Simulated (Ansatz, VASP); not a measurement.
## Hf2TiN3 in VASP and in Ansatz

```
Hf Ti N
1.0
     3.16399    0.00000    0.00000
    -1.58199    2.74009    0.00000
     0.00000    0.00000    7.67369
Hf Ti N
2 1 3
Direct
  0.33333 0.66667 0.67576
  0.66667 0.33333 0.32424
  0.00000 0.00000 0.00000
  0.66667 0.33333 0.84226
  0.00000 0.00000 0.50000
  0.33333 0.66667 0.15774
```

Alike in both runs: functional PBE; k mesh 12 × 12 × 6; occupations gaussian, width 0.1 eV; no spin polarisation.

Ansatz relaxed the structure, and its values are those at the end. VASP's run is a single point on that final structure, the one shown.

```csv
,VASP,Ansatz
version,VASP 6.6.1,Ansatz 0.2.0
potentials or method,"VASP PAW PBE potentials, release 64 (Hf_pv, Ti_sv, N), cutoff 520 eV","scalar-relativistic, plane waves, PAW"
valence electrons in the cell,47,79
```

|  | VASP | Ansatz | Ansatz less VASP |
| --- | --- | --- | --- |
| gap on the k mesh at the Fermi level (eV) | none | none | - |
| pressure (GPa) | -1.6 | 0.0 | +1.57 |
| rms of the force components (eV/Å) | 0.045 | 0.000 | -0.0450 |

A gap of «none» marks a metal or a gap that the smearing closes. The functional is the same, so the differences come from potentials, cutoffs and numerics. VASP's potentials hold 47 valence electrons a cell and Ansatz's 79, so a difference there can come from the potentials and not from the codes.

Neither program's run includes spin-orbit coupling.
